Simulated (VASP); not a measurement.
Set up this calculation in VASP 6.6.1, as the native input.

| Quantity | Value |
| --- | --- |
| Task | single point |
| Functional | LDA |
| Potentials or basis | VASP PAW LDA potentials, release 64 (Al, Ga_d, N_h) |
| Cutoff | 1330 eV |
| k mesh | 8 × 8 × 6 |
| Occupations | gaussian, width 0.05 eV |
| Spin | no spin polarisation |
| Dipole correction | no |
| Further INCAR settings | ALGO = Normal; EDIFF = 1e-06; NBANDS = 21 |

The structure of AlGaN2 lies in POSCAR:

```
AlGaN2
1.0
    3.2193035526      0.0000000000      0.0000000000
    0.0000000000      3.2193035526      0.0000000000
    0.0000000000      0.0000000000      3.7765649975
Al Ga N
1 1 2
Direct
    0.5000000000      0.5000000000      0.5000000000
    0.0000000000      0.0000000000      0.0000000000
    0.5000000000      0.0000000000      0.7359725562
    0.0000000000      0.5000000000      0.2640274438
```

These files were run (other wordings do the same):

INCAR

```
PREC = Accurate
ENCUT = 1330
EDIFF = 1E-6
ISMEAR = 0
SIGMA = 0.05
LREAL = F
LASPH = T
NELM = 120
ALGO = Normal
ISIF = 2
LWAVE = F
LCHARG = T
GGA = CA
LELF = T
LVHAR = T
NBANDS = 21
GGA_COMPAT = F
```

KPOINTS

```
regular mesh
0
Gamma
  8 8 6
```

Potentials or basis: VASP PAW LDA potentials, release 64 (Al, Ga_d, N_h).

Launch:

```sh
$ cat potpaw_LDA.64/Al/POTCAR potpaw_LDA.64/Ga_d/POTCAR potpaw_LDA.64/N_h/POTCAR > POTCAR
$ mpirun -np 1 vasp_std > vasp.out
```

Results of the run:

```
Pressure               : 17.4 GPa
Largest force          : 0.025 eV/Å
Band gap on the k mesh : 3.18 eV
```

Caveat: the stress differs along the axes, from 14 to 25 GPa.

Run time: 98 s on 1 thread of Intel(R) Xeon(R) Platinum 8488C (Sapphire Rapids), with other jobs on the host, peak memory 0.35 GiB.
